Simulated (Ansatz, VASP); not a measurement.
Two plane-wave programs on B2Ir3Ru

INCAR

```
SYSTEM = B2Ir3Ru
ALGO = Normal
EDIFF = 1E-6
EDIFFG = -0.04
ENCUT = 600
GGA = PE
IBRION = 2
ISIF = 3
ISMEAR = 0
LASPH = .TRUE.
LCHARG = .FALSE.
LREAL = .FALSE.
LWAVE = .FALSE.
NELM = 100
NSW = 90
PREC = Accurate
SIGMA = 0.1
```

The input KPOINTS:

```
k-points
0
G
  6 6 6
  0 0 0
```

POSCAR

```
B2Ir3Ru
1.0
    5.2739829800      0.0000000000      0.0000000000
   -2.6369914900      4.5674032400      0.0000000000
    0.0000000000      0.0000000000      2.9038823200
B Ru Ir
2 1 3
Direct
    0.3333333300      0.6666666700      0.0000000000
    0.6666666700      0.3333333300      0.0000000000
    0.0000000000      0.0000000000      0.0000000000
    0.5000000000      0.0000000000      0.5000000000
    0.5000000000      0.5000000000      0.5000000000
    0.0000000000      0.5000000000      0.5000000000
```

Input for Ansatz:

```yaml
crystal:
  lattice:
    - [5.27398298, 0.0, 0.0]
    - [-2.63699149, 4.56740324, 0.0]
    - [0.0, 0.0, 2.90388232]
  atoms:
    - { symbol: B, position: [0.33333333, 0.66666667, 0.0] }
    - { symbol: B, position: [0.66666667, 0.33333333, 0.0] }
    - { symbol: Ru, position: [0.0, 0.0, 0.0] }
    - { symbol: Ir, position: [0.5, 0.0, 0.5] }
    - { symbol: Ir, position: [0.5, 0.5, 0.5] }
    - { symbol: Ir, position: [0.0, 0.5, 0.5] }
basis:
  ecutwfc: 420
kpoints:
  mp_grid: { grid: [6, 6, 6] }
hamiltonian:
  xc: pbe
scf:
  occupations: { method: gaussian, width: 0.1 }
  lower_state_search: "off"
output:
  forces: true
  stress: true
  eigenvalues: true
relax:
  adjacent_minimum: "off"
  f_tol: 0.04
  max_steps: 70
  cell: { stress_tol: 0.4 }
```

Change from the starting cell: species swapped into the YbB2Ru3 type (P6/mmm, No. 191).

Alike in both runs: task relaxation of cell and atoms; functional PBE; k mesh 6 × 6 × 6; occupations gaussian, width 0.1 eV; no spin polarisation.

|  | VASP | Ansatz |
| --- | --- | --- |
| version | VASP 6.6.1 | Ansatz 0.2.0 |
| potentials or method | VASP PAW PBE potentials, release 64 (B, Ru_pv, Ir), cutoff 600 eV | scalar-relativistic, plane waves, PAW |
| valence electrons in the cell | 47 | 73 |

```csv
,VASP,Ansatz,Ansatz less VASP
"gap on the k mesh at the Fermi level, each at its own relaxed structure (eV)",none,none,-
relaxed volume (Å³/atom),12.75,12.70,-0.049
relaxed cell length with the largest relative difference (Å),5.595,5.586,-0.0092
```

A gap of «none» marks a metal or a gap that the smearing closes. VASP's potentials hold 47 valence electrons a cell and Ansatz's 73, so a difference there can come from the potentials and not from the codes.

The k mesh is coarse, so the values compare programs but aren't converged. Neither program's run includes spin-orbit coupling.
